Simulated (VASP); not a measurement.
Runs of VASP 6.6.1 on Ni2Ir. The structure is that of space group Fm-3m (No. 225), or close to it. The cells are those of the table. 

```tsv
task	cell	k mesh	cutoff (eV)	gap on the mesh (eV)	pressure (GPa)	relaxed volume (Å³/atom)
relaxation of cell and atoms	relaxed from a = 3.570 Å, angles 60.0°, 3 atoms	6 × 6 × 6	600	none	0.0	(a)
relaxation of cell and atoms	relaxed from a = 3.982 Å, angles 60.0°, 3 atoms	14 × 14 × 14	600	none	0.0	14.91
single point	a = 3.982 Å, angles 60.0°, 3 atoms	6 × 6 × 6	520	none	0.1	-
single point	a = 3.983 Å, angles 60.0°, 3 atoms	14 × 14 × 14	520	none	0.0	-
```

Alike in all rows: level PBE; potentials or basis VASP PAW PBE potentials, release 64 (Ni, Ir); no spin polarisation; smearing gaussian 0.1 eV.

Problem. Fill in the values left out.

Solution. (a) 14.90.

Caveats: spin-orbit coupling is left out, which moves the levels of the heavy elements; the volume moved by over 15 % at a fixed basis, so the end points are rough (some runs).

A k mesh can miss the band edges, and the runs leave out spin-orbit coupling on Ir.

A gap of «none» marks levels without a gap at the run's occupations.
